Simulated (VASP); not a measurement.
# Al3N (Aem2) in VASP: notebook, part 2 of 3

VASP 6.6.1. The steps go on from the part before.

### 3 Single point, PBE

This run uses another cell than the first one, of 14.81 Å³/atom.

Input file INCAR:

```
PREC = Accurate
ENCUT = 520
EDIFF = 1E-6
ISMEAR = 0
SIGMA = 0.1
LREAL = False
LASPH = True
NELM = 80
ALGO = Normal
ISIF = 2
LWAVE = False
LCHARG = False
GGA = PE
NBANDS = 24
```

Input file KPOINTS:

```
regular mesh
0
Gamma
  8 8 8
```

Input file POSCAR:

```
Al3N
1.0
    5.0771886137      0.0000000000      0.0000000000
    0.0000000000      4.5223680124      2.5792109970
    0.0000000000     -4.5223680124      2.5792109970
Al N
6 2
Direct
    0.7661577323      0.1291263991      1.0027923068
    0.7661577323      0.5027923068      0.6291263991
    0.2338422677      0.6291263991      0.5027923068
    0.2338422677      1.0027923068      0.1291263991
    0.2936298013      0.2871107221      0.7871107221
    0.7063701987      0.7871107221      0.2871107221
    0.6470157105      0.4196228557      0.9196228557
    0.3529842895      0.9196228557      0.4196228557
```

Potentials or basis: VASP PAW PBE potentials, release 64 (Al, N).

On the command line:

```sh
> cat potpaw_PBE.64/Al/POTCAR potpaw_PBE.64/N/POTCAR > POTCAR
> mpirun -np 1 vasp_std > vasp.out
```

OUTCAR:

```text
PREC = Accurate
   ENCUT = 520
   EDIFF = 1E-6
   ISMEAR = 0
   LREAL = False
   LASPH = True
   NELM = 80
   ISIF = 2
   GGA = PE

 ion  position               nearest neighbor table
   1  0.766  0.129  0.003-   7 1.87   4 2.64   2 2.82   2 2.82   6 2.85   4 2.93   5 2.94   6 2.98
                             5 3.17   6 3.22
   2  0.766  0.503  0.629-   7 1.87   3 2.64   1 2.82   1 2.82   6 2.85   3 2.93   5 2.94   6 2.98
                             5 3.17   6 3.22
   3  0.234  0.629  0.503-   8 1.87   2 2.64   4 2.82   4 2.82   5 2.85   2 2.93   6 2.94   5 2.98
                             6 3.17   5 3.22
   4  0.234  0.003  0.129-   8 1.87   1 2.64   3 2.82   3 2.82   5 2.85   1 2.93   6 2.94   5 2.98
                             6 3.17   5 3.22
   5  0.294  0.287  0.787-   8 1.92   7 1.92   3 2.85   4 2.85   1 2.94   2 2.94   4 2.98   3 2.98
                             1 3.17   2 3.17   4 3.22   3 3.22   6 3.32   6 3.32
   6  0.706  0.787  0.287-   7 1.92   8 1.92   1 2.85   2 2.85   3 2.94   4 2.94   2 2.98   1 2.98
                             3 3.17   4 3.17   2 3.22   1 3.22   5 3.32   5 3.32
   7  0.647  0.420  0.920-   1 1.87   2 1.87   6 1.92   5 1.92
   8  0.353  0.920  0.420-   3 1.87   4 1.87   5 1.92   6 1.92

[... 210 lines left out ...]
      2      -7.9833      2.00000
      3      -0.8949      2.00000
      4       0.3300      2.00000
      5       0.6153      2.00000
      6       1.2938      2.00000
[... 637 lines left out ...]
     23      12.8190      0.00000
     24      12.8190      0.00000

 [... further k-points ...]

------------------------ aborting loop because EDIFF is reached ----------------------------------------

  FORCE on cell =-STRESS in cart. coord.  units (eV):
  Direction    XX          YY          ZZ          XY          YZ          ZX
  --------------------------------------------------------------------------------------
  -------------------------------------------------------------------------------------
  Total       -0.0401448     -0.0655488     -0.0890614      0.0000000      0.0000000      0.0000000
  in kB       -0.5430428     -0.8866847     -1.2047422      0.0000000      0.0000000      0.0000000
  external PRESSURE =      -0.8781566 kB  Pullay stress =       0.0000000 kB

 VOLUME and BASIS-vectors are now :
 -----------------------------------------------------------------------------
  energy-cutoff  :      520.00
  volume of cell :      118.44
      direct lattice vectors                 reciprocal lattice vectors
     5.077188614  0.000000000  0.000000000     0.196959395  0.000000000  0.000000000
     0.000000000  4.522368012  2.579210997     0.000000000  0.110561546  0.193857734
     0.000000000 -4.522368012  2.579210997     0.000000000 -0.110561546  0.193857734

 POSITION                                       TOTAL-FORCE (eV/Angst)
 -----------------------------------------------------------------------------------
      3.88993      0.57133      0.34025        -0.001333      0.002839      0.000508
      3.88993     -0.57133      2.91946        -0.001333     -0.002839      0.000508
      1.18726      0.57133      2.91946         0.001333      0.002839      0.000508
      1.18726     -0.57133      0.34025         0.001333     -0.002839      0.000508
      1.49081     -2.26118      2.77064         0.007871      0.000000     -0.004190
      3.58637      2.26118      2.77064        -0.007871      0.000000     -0.004190
      3.28502     -2.26118      3.45420         0.007007      0.000000      0.003174
      1.79217      2.26118      3.45420        -0.007007      0.000000      0.003174
 -----------------------------------------------------------------------------------
    total drift:                               -0.000000     -0.000000     -0.000090

  FREE ENERGIE OF THE ION-ELECTRON SYSTEM (eV)
  ---------------------------------------------------
  free  energy   TOTEN  =       -41.1836513887 eV

  energy  without entropy=      -41.1748478941  energy(sigma->0) =      -41.17924964
```

OSZICAR:

```text
N       E                     dE             d eps       ncg     rms          rms(c)
DAV:   1     0.742322617108E+02    0.74232E+02   -0.11214E+04  5040   0.979E+02
DAV:   2    -0.370549104761E+02   -0.11129E+03   -0.10412E+03  6648   0.168E+02
DAV:   3    -0.472162675333E+02   -0.10161E+02   -0.10086E+02  6608   0.527E+01
DAV:   4    -0.473361628767E+02   -0.11990E+00   -0.11986E+00  5760   0.667E+00
DAV:   5    -0.473376445026E+02   -0.14816E-02   -0.14816E-02  6592   0.764E-01    0.137E+01
DAV:   6    -0.411128892193E+02    0.62248E+01   -0.25704E+01  5984   0.306E+01    0.513E+00
DAV:   7    -0.412493151695E+02   -0.13643E+00   -0.26866E+00  5552   0.964E+00    0.340E+00
DAV:   8    -0.412207144840E+02    0.28601E-01   -0.64487E-01  6280   0.431E+00    0.112E+00
DAV:   9    -0.411819486865E+02    0.38766E-01   -0.19719E-01  6392   0.271E+00    0.373E-01
DAV:  10    -0.411836166172E+02   -0.16679E-02   -0.27737E-02  5760   0.100E+00    0.198E-01
DAV:  11    -0.411836517833E+02   -0.35166E-04   -0.16587E-03  6416   0.226E-01    0.534E-02
DAV:  12    -0.411836687911E+02   -0.17008E-04   -0.11342E-04  6296   0.649E-02    0.316E-02
DAV:  13    -0.411836576000E+02    0.11191E-04   -0.15850E-04  6216   0.780E-02    0.141E-02
DAV:  14    -0.411836508427E+02    0.67574E-05   -0.26852E-05  6232   0.347E-02    0.277E-03
DAV:  15    -0.411836513887E+02   -0.54606E-06   -0.66152E-06  5688   0.135E-02
   1 F= -.41183651E+02 E0= -.41179250E+02  d E =-.880349E-02
```

Wall time 2.7 min (1 thread of Intel Xeon 6975P-C (Granite Rapids), shared host); peak memory 0.37 GiB.

What came out:

```
Free energy            : -41.1837 eV
Pressure               : -0.1 GPa
Largest force          : 0.009 eV/Å
Band gap on the k mesh : zero (bands 14 and 15 overlap by 1.45 eV)
```

Forces on the atoms (eV/Å):
```
Al  -0.001  0.003  0.001
Al  -0.001 -0.003  0.001
Al   0.001  0.003  0.001
Al   0.001 -0.003  0.001
Al   0.008  0.000 -0.004
Al  -0.008  0.000 -0.004
N    0.007  0.000  0.003
N   -0.007  0.000  0.003
```

Levels at points of the mesh, in eV from the Fermi level:
| k point | band 12 | band 13 | band 14 | band 15 | band 16 | band 17 |
| --- | --- | --- | --- | --- | --- | --- |
| (0.00, 0.00, 0.00) | -1.95 | -1.83 | -0.30 | -0.24 | 0.76 | 1.20 |
| (0.50, 0.00, 0.00) | -2.38 | -1.92 | -1.43 | 0.15 | 1.02 | 1.82 |
| (0.00, 0.50, 0.00) | -2.49 | -0.78 | -0.78 | 0.31 | 0.31 | 2.00 |
| (0.50, 0.50, 0.00) | -2.68 | -0.52 | -0.52 | 1.56 | 1.56 | 3.12 |
| (0.00, 0.50, 0.50) | -2.39 | -1.95 | -1.47 | 0.97 | 1.88 | 1.91 |
| (0.50, 0.50, 0.50) | -1.25 | -1.18 | -0.30 | 0.00 | 0.52 | 2.52 |

(Continued in part 3 of 3.)
